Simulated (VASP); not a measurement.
SnTe:

```
CELL_PARAMETERS angstrom
0.00000 3.15744 3.15744
3.15744 0.00000 3.15744
3.15744 3.15744 0.00000
ATOMIC_POSITIONS crystal
Sn 0.00000 0.00000 0.00000
Te 0.50000 0.50000 0.50000
```

This cell differs from its parent crystal: strain -1.0%.

Base run:

```yaml
Program: VASP 6.6.1
Functional: r2SCAN
Potentials_or_basis: VASP PAW PBE potentials, release 64 (Sn_d, Te)
Cutoff: 520 eV
k_mesh: 8 × 8 × 8
Occupations: fermi-dirac, width 0.02 eV
Spin: no spin polarisation
```

Its results: band gap on the k mesh 0.05 eV; pressure 1.3 GPa.

The run is repeated on the same cell with these changes: functional from r2SCAN to PBE; further incar settings from ALGO = Normal; EDIFF = 1e-07; NBANDS = 17 to ALGO = Normal; EDIFF = 1e-06; NBANDS = 17. What comes out?

Band gap on the k mesh 0.08 eV; pressure 1.9 GPa.

Caveats: spin-orbit coupling is left out, which moves the levels of the heavy elements; the PAW data sets were made with another functional, which shifts forces and pressure a little (at least some runs).

A k mesh can miss the band edges.
